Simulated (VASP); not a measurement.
P, 2 atoms in the cell. Symmetry: P6/mmm, No. 191, hexagonal system. The conventional cell has a = 3.101 Å, b = 3.101 Å, c = 4.522 Å, α = 90.00°, β = 90.00°, γ = 120.00°. P (site symmetry 6mm) has 1 P at 1.86 Å within 2.5 Å. The cell was built from a structure type or drawn by symmetry, and may not be a known phase.

| Item | Value |
| --- | --- |
| Program | VASP 6.6.1 |
| Task | single point |
| Functional | PBE |
| Potentials or basis | VASP PAW PBE potentials, release 64 (P) |
| Cutoff | 520 eV |
| k mesh | 6 × 6 × 4 |
| Occupations | gaussian, width 0.1 eV |
| Spin | no spin polarisation |
| Dipole correction | no |
| Further INCAR settings | ALGO = Normal; EDIFF = 1e-06; NBANDS = 12 |

Potentials or basis: VASP PAW PBE potentials, release 64 (P).

The run is started by

```console
$ cat potpaw_PBE.64/P/POTCAR > POTCAR
$ mpirun -np 1 vasp_std > vasp.out
```

Hardware: 1 thread of AMD EPYC 7R13, on a shared host.

Estimate the wall time of this run.

Run time: 15 s on 1 thread of AMD EPYC 7R13, on a shared host, peak memory 0.11 GiB. Counts: scf iterations 13, k points 21.
